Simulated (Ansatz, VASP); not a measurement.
**MoS2: VASP beside Ansatz**

```
CELL_PARAMETERS angstrom
3.27070 0.00000 0.00000
-1.63535 2.83251 0.00000
0.00000 0.00000 6.90069
ATOMIC_POSITIONS crystal
Mo 0.00000 0.00000 0.00000
S 0.33333 0.66667 0.23579
S 0.33333 0.66667 0.76421
```

Alike in both runs: task single point; functional PBE; dispersion D3(BJ); k mesh 12 × 12 × 6; occupations gaussian, width 0.05 eV; no spin polarisation.

|  | VASP | Ansatz |
| --- | --- | --- |
| version | VASP 6.6.1 | Ansatz 0.2.0 |
| potentials or method | VASP PAW PBE potentials, release 64 (Mo_sv, S), cutoff 500 eV | scalar-relativistic, plane waves, PAW |
| valence electrons in the cell | 26 | 26 |

|  | VASP | Ansatz | Ansatz less VASP |
| --- | --- | --- | --- |
| gap on the k mesh at the Fermi level (eV) | 1.19 | 1.18 | -0.009 |
| least direct gap on the mesh (eV) | 1.50 | 1.50 | -0.003 |
| pressure (GPa) | -12.5 | -12.4 | +0.08 |
| traceless stress, the component that is largest in VASP (GPa) | -1.05 | -1.03 | +0.024 |
| rms of the force components (eV/Å) | 0.739 | 0.737 | -0.0028 |

Atom by atom the forces differ by 0.003 eV/Å (rms over components).
